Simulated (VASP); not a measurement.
Here is a VASP 6.6.1 calculation.

File INCAR:

```
SYSTEM = Hf
PREC = Accurate ; ENCUT = 500
EDIFF = 1E-7 ; ISMEAR = 1
SIGMA = 0.05 ; LREAL = .FALSE.
LASPH = .TRUE. ; NELM = 120
ALGO = Normal ; ISIF = 3
LWAVE = .FALSE. ; LCHARG = .FALSE.
GGA = PS ; IBRION = 2
NSW = 80 ; EDIFFG = -0.02
PSTRESS = 400.0 ; GGA_COMPAT = .FALSE.
NELMIN = 4
```

The input KPOINTS:

```
regular mesh
0
G
  7 7 7
  0 0 0
```

File POSCAR:

```
Hf
1.0
    0.0000000000      2.2200000000      2.2200000000
    2.2200000000      0.0000000000      2.2200000000
    2.2200000000      2.2200000000      0.0000000000
Hf
1
Direct
    0.0000000000      0.0000000000      0.0000000000
```

Potentials or basis: VASP PAW PBE potentials, release 64 (Hf_pv).

Run with:

```bash
$ cat potpaw_PBE.64/Hf_pv/POTCAR > POTCAR
$ mpirun -np 1 vasp_std > vasp.out
```

Problem. What does it give for the relaxed volume?

Solution. 16.97 Å³/atom.

Problem. Predict the band gap on the k mesh.

Solution. Zero (bands 5 and 6 overlap by 1.56 eV).

Problem. Predict the space group after relaxing (to 0.1 Å).

Solution. Fm-3m (No. 225).

Problem. Estimate the relaxed cell.

Solution. a = 2.884 Å, b = 2.884 Å, c = 2.884 Å, α = 60.00°, β = 60.00°, γ = 60.00°.

The path:
```
step  energy change (eV)  largest force (eV/Å)  pressure (GPa)  volume (Å³)
   1              0.0000                0.0000           -1.68        21.88
   2             10.7459                0.0000          593.83         8.35
   3              0.3275                0.0000           31.33        17.66
   4              0.4057                0.0000           36.09        17.29
   5              0.4735                0.0000           39.58        17.00
   6              0.4958                0.0000           40.60        16.91
   7              0.4625                0.0000           39.05        17.05
   8              0.4827                0.0000           40.00        16.97
```

Caveat: the cell is relaxed towards a set pressure, so the run minimises the enthalpy, not the energy; the volume moved by over 15 % at a fixed basis, so the end points are rough; the PAW data sets were made with another functional, which shifts forces and pressure a little; spin-orbit coupling is left out, which moves the levels of the heavy elements.
